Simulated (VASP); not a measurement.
Here is a VASP 6.6.1 calculation.

File INCAR:

```
ALGO = Normal
EDIFF = 1E-6
ENCUT = 520
GGA = PS
ISIF = 2
ISMEAR = 0
LASPH = True
LCHARG = False
LREAL = False
LWAVE = False
NBANDS = 21
NELM = 100
PREC = Accurate
SIGMA = 0.15
```

KPOINTS

```
k-points
0
Gamma
  14 14 14
```

POSCAR

```
Ge
1.0
    0.0000000000      2.8143074359      2.8143074359
    2.8143074359      0.0000000000      2.8143074359
    2.8143074359      2.8143074359      0.0000000000
Ge
2
Direct
    0.5147998756      0.4852001244      0.4852001244
    0.7352001244      0.7647998756      0.7647998756
```

Potentials or basis: VASP PAW PBE potentials, release 64 (Ge_d).

Launch:

```console
$ cat potpaw_PBE.64/Ge_d/POTCAR > POTCAR
$ mpirun -np 1 vasp_std > vasp.out
```

Q: What does it give for the pressure?

A: 2.3 GPa.

Q: Predict the band gap on the k mesh.

A: Zero (bands 14 and 15 overlap by 0.71 eV).

Q: What does it give for the largest force?

A: 1.845 eV/Å.

Forces in eV/Å, atoms in the order of the input:
```
Ge   1.845  0.000  0.000
Ge  -1.845  0.000  0.000
```

Caveat: the cell differs from its parent crystal (atoms displaced along a vibrational mode, the cell strained); semilocal functionals underestimate gaps, and a narrow one can read as zero; the PAW data sets were made with another functional, which shifts forces and pressure a little.
